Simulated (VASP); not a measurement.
# Zr (I4/mmm) in VASP: further runs

The runs below take Zr through single point, with PBE.

Everything below comes from runs of VASP 6.6.1. Logs are shortened: lines on timing, memory, paths and dates and some standing lists are left out, and cuts for length are marked.

## Step 1: The cell of the first run

The structure is tetragonal, space group I4/mmm (No. 139). Conventional cell: a = 3.189 Å, b = 3.189 Å, c = 4.781 Å, α = 90.00°, β = 90.00°, γ = 90.00°. Zr (site symmetry 4/mmm) has 12 Zr at 3.19 to 3.29 Å within 4.2 Å.

## Step 2: Single point, PBE (strain +0.0600 x Voigt [0, 1, 0, 0, 0, 0])

File INCAR:

```
ALGO     = Fast           # electronic algorithm
EDIFF    = 1E-7           # SCF threshold, eV
ENCUT    = 520            # plane-wave cutoff, eV
GGA      = PE             # functional
ISIF     = 2              # what is computed and relaxed
ISMEAR   = 0              # smearing method
LASPH    = T              # aspherical terms in the spheres
LCHARG   = F              # write CHGCAR
LREAL    = F              # projectors in reciprocal space
LWAVE    = F              # write WAVECAR
NBANDS   = 12             # bands
NELM     = 80             # most SCF steps
PREC     = Accurate       # precision mode
SIGMA    = 0.15           # smearing width, eV
```

File KPOINTS:

```
k-points
0
Gamma
  18 18 18
```

File POSCAR:

```
Zr
1.0
    0.0000000000      2.3903000000      2.2550000000
    2.2550000000      0.0000000000      2.2550000000
    2.2550000000      2.3903000000      0.0000000000
Zr
1
Direct
    0.0000000000      0.0000000000      0.0000000000
```

Potentials or basis: VASP PAW PBE potentials, release 64 (Zr_sv).

On the command line:

```
cat potpaw_PBE.64/Zr_sv/POTCAR > POTCAR
mpirun -np 1 vasp_std > vasp.out
```

OUTCAR:

```text
EDIFF = 1E-7
   ENCUT = 520
   GGA = PE
   ISIF = 2
   ISMEAR = 0
   LASPH = T
   LREAL = F
   NELM = 80
   PREC = Accurate

 ion  position               nearest neighbor table
   1  0.000  0.000  0.000-

  LATTYP: Found a body centered tetragonal cell.
 ALAT       =     3.1890515832
 C/A-ratio  =     1.4990663761

  Lattice vectors:

 A1 = (   0.0000000000,  -2.3903000000,   2.2550000000)
 A2 = (   0.0000000000,  -2.3903000000,  -2.2550000000)
 A3 = (   2.2550000000,   2.3903000000,   0.0000000000)

Analysis of symmetry for initial positions (statically):
=====================================================================
 Subroutine PRICEL returns:
 Original cell was already a primitive cell.

 Routine SETGRP: Setting up the symmetry group for a
 body centered tetragonal supercell.

 Subroutine GETGRP returns: Found 16 space group operations
 (whereof 16 operations were pure point group operations)
 out of a pool of 16 trial point group operations.

The static configuration has the point symmetry D_4h.

Analysis of symmetry for dynamics (positions and initial velocities):
=====================================================================
 Subroutine PRICEL returns:
 Original cell was already a primitive cell.

 Routine SETGRP: Setting up the symmetry group for a
 body centered tetragonal supercell.

 Subroutine GETGRP returns: Found 16 space group operations
 (whereof 16 operations were pure point group operations)
 out of a pool of 16 trial point group operations.

The dynamic configuration has the point symmetry D_4h.

 Subroutine INISYM returns: Found 16 space group operations
 (whereof 16 operations are pure point group operations),
 and found     1 'primitive' translations

----------------------------------------------------------------------------------------

                                     Primitive cell

  volume of cell :      24.3095

  direct lattice vectors                    reciprocal lattice vectors
     0.000000000  2.390300000  2.255000000    -0.221729490  0.209178764  0.221729490
     2.255000000  0.000000000  2.255000000     0.221729490 -0.209178764  0.221729490
     2.255000000  2.390300000  0.000000000     0.221729490  0.209178764 -0.221729490

  length of vectors
     3.286116110  3.189051583  3.286116110     0.376939901  0.376939901  0.376939901

  position of ions in fractional coordinates (direct lattice)
     0.000000000  0.000000000  0.000000000

  ion indices of the primitive-cell ions
   primitive index   ion index
                 1           1

----------------------------------------------------------------------------------------

 KPOINTS: k-points

Automatic generation of k-mesh.
 Grid dimensions read from file:
 generate k-points for:   18   18   18

 Generating k-lattice:

  Cartesian coordinates                     Fractional coordinates (reciprocal lattice)
    -0.012318305  0.011621042  0.012318305     0.055555556  0.000000000  0.000000000
     0.012318305 -0.011621042  0.012318305    -0.000000000  0.055555556 -0.000000000
     0.012318305  0.011621042 -0.012318305     0.000000000  0.000000000  0.055555556

  Length of vectors
     0.020941106  0.020941106  0.020941106

  Shift w.r.t. Gamma in fractional coordinates (k-lattice)
     0.000000000  0.000000000  0.000000000

 Subroutine IBZKPT returns following result:
 ===========================================

 Found    480 irreducible k-points:

 Following reciprocal coordinates:
            Coordinates               Weight
  0.000000  0.000000  0.000000      1.000000
  0.055556  0.000000  0.000000      8.000000
  0.111111  0.000000  0.000000      8.000000
  0.166667  0.000000  0.000000      8.000000
  0.222222  0.000000  0.000000      8.000000
  0.277778  0.000000  0.000000      8.000000
[... 16 lines left out ...]
 -0.277778  0.055556 -0.000000     16.000000
 -0.222222  0.055556  0.000000     16.000000
 [... further k-points ...]
   k-points           NKPTS =    480   k-points in BZ     NKDIM =    480   number of bands    NBANDS=     12
   number of dos      NEDOS =    301   number of ions     NIONS =      1
   total plane-waves  NPLWV =  13824
   dimension x,y,z NGX =    24 NGY =   24 NGZ =   24
   dimension x,y,z NGXF=    48 NGYF=   48 NGZF=   48
   ions per type =               1
   NGX,Y,Z   is equivalent  to a cutoff of  12.14, 12.51, 12.14 a.u.
   NGXF,Y,Z  is equivalent  to a cutoff of  24.28, 25.02, 24.28 a.u.
 SYSTEM =  unknown system
   PREC   = accura    normal or accurate (medium, high low for compatibility)
   ISTART =      0    job   : 0-new  1-cont  2-samecut
   ICHARG =      2    charge: 1-file 2-atom 10-const
   ISPIN  =      1    spin polarized calculation?
   LNONCOLLINEAR =      F non collinear calculations
   LSORBIT =      F    spin-orbit coupling
   LASPH  =      T    aspherical Exc in radial PAW
   ENCUT  =  520.0 eV  38.22 Ry    6.18 a.u.   6.11  5.93  6.11*2*pi/ulx,y,z
   NELM   =     80;   NELMIN=  2; NELMDL= -5     # of ELM steps
   EDIFF  = 0.1E-06   stopping-criterion for ELM
   LREAL  =      F    real-space projection
   EDIFFG = 0.1E-05   stopping-criterion for IOM
   NSW    =      0    number of steps for IOM
   IBRION =     -1    ionic relax: 0-MD 1-quasi-New 2-CG
   NFREE  =      0    steps in history (QN), initial steepest desc. (CG)
   ISIF   =      2    stress and relaxation
   ISYM   =      2    0-nonsym 1-usesym 2-fastsym
   POTIM  = 0.5000    time-step for ionic-motion
   TEBEG  =    0.0;   TEEND  =   0.0 temperature during run
   PSTRESS=    0.0 pullay stress
   NELECT =      12.0000    total number of electrons
   NUPDOWN=      -1.0000    fix difference up-down
   EMIN   =  10.00;   EMAX   =-10.00  energy-range for DOS
   EFERMI =   0.00;   METHOD = LEGACY
   ISMEAR =     0;   SIGMA  =   0.15  broadening in eV -4-tet -1-fermi 0-gaus
   EFERMI_NEDOS =   21; number of points for ismear=-14 and -15
   IALGO  =     68    algorithm
   IMIX   =      4    mixing-type and parameters
     AMIX     =   0.40;   BMIX     =  1.00
     AMIX_MAG =   1.60;   BMIX_MAG =  1.00
  volume/ion in A,a.u.               =      24.31       164.05
  Fermi-wavevector in a.u.,A,eV,Ry     =   1.293829  2.444982 22.776050  1.673992
  Thomas-Fermi vector in A             =   2.425450
   LORBIT       =      0    0 simple, 1 ext, 2 COOP (PROOUT), +10 PAW based schemes
   GGA     = PE    functional components
   LHFCALC =     F    Hartree Fock is set to
   AEXX    =    0.0000 exact exchange contribution
   IVDW    =     0    specifies the selected vdW correction
   LEPSILON=     F    determine dielectric tensor
   LRPA    =     F    only Hartree local field effects (RPA)
 non-spin polarized calculation
 RMM-DIIS sequential band-by-band and
 Gauss-broadening in eV      SIGMA  =   0.15
  energy-cutoff  :      520.00
  volume of cell :       24.31
 maximum number of plane-waves:       669
   NGX = 13   NGY = 11   NGZ = 13

 number of electron      12.0000000 magnetization

 Free energy of the ion-electron system (eV)
  ---------------------------------------------------
  ext. energy  EPLUGINS =         0.00000000
  ---------------------------------------------------
  free energy    TOTEN  =        -8.47104770 eV

  energy without entropy =       -8.45205419  energy(sigma->0) =       -8.46155094

 E-fermi :   8.3956     XC(G=0): -10.8877

 val. band max:        8.3941340197   @ k =  -0.2222   0.0000   0.0556
 cond. band min:       8.3971885718   @ k =   0.1667   0.0000   0.1111
 fundamental gap:      0.0030545521
 Fermi energy:         8.3956004166

 k-point     1 :       0.0000    0.0000    0.0000
  band No.  band energies     occupation
      1     -40.3829      2.00000
      2     -17.9631      2.00000
      3     -17.9486      2.00000
      4     -17.9486      2.00000
      5       2.9440      2.00000
      6       9.0005      0.00000
      7       9.5942      0.00000
      8       9.5942      0.00000
      9      11.2156      0.00000
     10      12.0413      0.00000
     11      18.8642      0.00000
     12      21.9622      0.00000

 k-point     2 :       0.0556    0.0000    0.0000
  band No.  band energies     occupation
      1     -40.3794      2.00000
      2     -17.9816      2.00000
      3     -17.9613      2.00000
      4     -17.9510      2.00000
      5       3.0392      2.00000
      6       9.0076      0.00000
      7       9.5408      0.00000
      8       9.6397      0.00000
      9      11.1849      0.00000
     10      11.9857      0.00000
     11      19.0677      0.00000
     12      21.9517      0.00000

 k-point     3 :       0.1111    0.0000    0.0000
  band No.  band energies     occupation
      1     -40.3693      2.00000
      2     -18.0565      2.00000
      3     -17.9754      2.00000
      4     -17.9576      2.00000
      5       3.3154      2.00000
      6       8.9532      0.00000
      7       9.4679      0.00000
      8       9.7625      0.00000
      9      11.1287      0.00000
     10      11.8484      0.00000
     11      19.6111      0.00000
     12      21.4682      0.00000
[... 286 lines left out ...]
 k-point    23 :      -0.2778    0.0556   -0.0000
  band No.  band energies     occupation
      1     -40.3062      2.00000
      2     -18.4942      2.00000
      3     -18.0579      2.00000
      4     -18.0128      2.00000
      5       5.0266      2.00000
      6       8.3644      1.23168
      7       9.2937      0.00000
      8       9.8677      0.00000
      9      11.6273      0.00000
     10      12.4199      0.00000
     11      18.8474      0.00000
     12      21.3416      0.00000

 k-point    24 :      -0.2222    0.0556    0.0000
  band No.  band energies     occupation
      1     -40.3262      2.00000
      2     -18.3544      2.00000
      3     -18.0350      2.00000
      4     -17.9972      2.00000
      5       4.5144      2.00000
      6       8.4087      0.90158
      7       9.4581      0.00000
      8       9.9699      0.00000
      9      11.1930      0.00000
     10      12.0636      0.00000
     11      19.5124      0.00000
     12      21.6304      0.00000

 [... further k-points ...]

------------------------ aborting loop because EDIFF is reached ----------------------------------------

  FORCE on cell =-STRESS in cart. coord.  units (eV):
  Direction    XX          YY          ZZ          XY          YZ          ZX
  --------------------------------------------------------------------------------------
  -------------------------------------------------------------------------------------
  Total       -0.4958994     -0.7922009     -0.4958994      0.0000000      0.0000000      0.0000000
  in kB      -32.6835061    -52.2120080    -32.6835061      0.0000000      0.0000000      0.0000000
  external PRESSURE =     -39.1930067 kB  Pullay stress =       0.0000000 kB

 VOLUME and BASIS-vectors are now :
 -----------------------------------------------------------------------------
  energy-cutoff  :      520.00
  volume of cell :       24.31
      direct lattice vectors                 reciprocal lattice vectors
     0.000000000  2.390300000  2.255000000    -0.221729490  0.209178764  0.221729490
     2.255000000  0.000000000  2.255000000     0.221729490 -0.209178764  0.221729490
     2.255000000  2.390300000  0.000000000     0.221729490  0.209178764 -0.221729490

 POSITION                                       TOTAL-FORCE (eV/Angst)
 -----------------------------------------------------------------------------------
      0.00000      0.00000      0.00000        -0.000000      0.000000      0.000000
 -----------------------------------------------------------------------------------
    total drift:                                0.000000     -0.000000     -0.000000

  FREE ENERGIE OF THE ION-ELECTRON SYSTEM (eV)
  ---------------------------------------------------
  free  energy   TOTEN  =        -8.4710476988 eV

  energy  without entropy=       -8.4520541911  energy(sigma->0) =       -8.46155094
```

Run time: 2.4 min. Hardware: 1 thread of Intel Xeon Platinum 8488C (Sapphire Rapids), shared host; peak memory 0.24 GiB.

Results:

```
Free energy            : -8.4710 eV
Pressure               : -3.9 GPa
Band gap on the k mesh : zero (bands 6 and 7 overlap by 1.31 eV)
```

Levels at points of the mesh, in eV from the Fermi level:
```csv
k point,band 3,band 4,band 5,band 6,band 7,band 8,band 9,band 10
"(0.00, 0.00, 0.00)",-26.34,-26.34,-5.45,0.60,1.20,1.20,2.82,3.65
"(0.50, 0.00, 0.00)",-26.49,-26.42,-2.81,0.52,0.98,1.14,4.77,5.07
"(0.50, 0.50, 0.00)",-26.72,-26.62,-2.78,-2.03,3.08,4.86,5.09,5.70
"(0.50, 0.00, 0.50)",-26.59,-26.59,-2.81,-1.94,2.22,4.99,5.38,5.38
```

Caveat: the cell differs from its parent crystal (strain +0.0600 x Voigt [0, 1, 0, 0, 0, 0]); the cell stands under tension.

(Continued in part 2 of 2.)
